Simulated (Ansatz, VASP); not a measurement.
# AlAs in VASP and in Ansatz

```
Al As
1.0
     0.00000    2.81451    2.81451
     2.81451    0.00000    2.81451
     2.81451    2.81451    0.00000
Al As
1 1
Direct
  0.00000 0.00000 0.00000
  0.25000 0.25000 0.25000
```

Alike in both runs: functional LDA; k mesh 8 × 8 × 8; occupations gaussian, width 0.02 eV; no spin polarisation.

Ansatz relaxed the structure, and its values are those at the end. VASP's run is a single point on that final structure, the one shown.

```csv
,VASP,Ansatz
version,VASP 6.6.1,Ansatz 0.2.0
potentials or method,"VASP PAW LDA potentials, release 64 (Al, As), cutoff 500 eV","scalar-relativistic, plane waves, PAW"
valence electrons in the cell,8,18
```

|  | VASP | Ansatz | Ansatz less VASP |
| --- | --- | --- | --- |
| gap on the k mesh at the Fermi level (eV) | 1.31 | 1.32 | +0.013 |
| least direct gap on the mesh (eV) | 2.02 | 1.98 | -0.035 |
| pressure (GPa) | 0.4 | 0.0 | -0.35 |

LDA's correlation is that of Perdew and Zunger in VASP and of Perdew and Wang (1992) in Ansatz. VASP's potentials hold 8 valence electrons a cell and Ansatz's 18, so a difference there can come from the potentials and not from the codes.
